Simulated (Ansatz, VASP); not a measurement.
Given: the input of a run of VASP 6.6.1 on Sb.

INCAR

```
PREC = Accurate
ENCUT = 520
EDIFF = 1E-6
ISMEAR = 0
SIGMA = 0.026000000000000002
LREAL = F
LASPH = T
NELM = 100
ALGO = Normal
ISIF = 2
LWAVE = F
LCHARG = F
GGA = PE
NBANDS = 12
```

Contents of KPOINTS:

```
Automatic mesh
0
Gamma
  8 8 8
```

Contents of POSCAR:

```
Sb
1.0
    2.1542000000      1.2437279499      3.7580000000
   -2.1542000000      1.2437279499      3.7580000000
    0.0000000000     -2.4874558998      3.7580000000
Sb
2
Direct
    0.7665100000      0.7665100000      0.7665100000
    0.2334900000      0.2334900000      0.2334900000
```

Potentials or basis: VASP PAW PBE potentials, release 64 (Sb).

Command:

```bash
$ cat potpaw_PBE.64/Sb/POTCAR > POTCAR
$ mpirun -np 1 vasp_std > vasp.out
```

**Question.** Translate it to Ansatz 0.2.0. Potentials there: all-electron LAPW, scalar-relativistic.

**Answer.** As run (the cutoff follows the program's own potentials):

The input input.yaml:

```yaml
crystal:
  lattice:
    - [2.1542, 1.2437279499, 3.758]
    - [-2.1542, 1.2437279499, 3.758]
    - [0.0, -2.4874558998, 3.758]
  atoms:
    - { symbol: Sb, position: [0.76651, 0.76651, 0.76651] }
    - { symbol: Sb, position: [0.23349, 0.23349, 0.23349] }
kpoints:
  mp_grid: { grid: [8, 8, 8] }
scf:
  occupations: { method: gaussian, width: 0.026 }
hamiltonian:
  xc: pbe
  pseudopotentials: { kind: all_electron, lapw: { basis_error: 0.001 } }
output:
  forces: true
  stress: true
  eigenvalues: true
```

Potentials or basis: all-electron LAPW, scalar-relativistic.

The run is started by

```bash
$ ansatz run input.yaml --threads 1 --pin off --max-ram 3072MiB --backend cpu --events-out ev --progress --plain --runs-dir out
```

Both were run:

|  | VASP | Ansatz | Ansatz less VASP |
| --- | --- | --- | --- |
| gap on the k mesh at the Fermi level (eV) | none | none | - |
| pressure (GPa) | 2.8 | 2.7 | -0.07 |
| traceless stress, the component that is largest in VASP (GPa) | -0.50 | -0.47 | +0.025 |
| rms of the force components (eV/Å) | 0.107 | 0.082 | -0.0248 |

Atom by atom the forces differ by 0.025 eV/Å (rms over components). A gap of «none» marks a metal or a gap that the smearing closes. Ansatz ran all-electron here, and VASP with PAW potentials.

Spin-orbit coupling is off throughout.
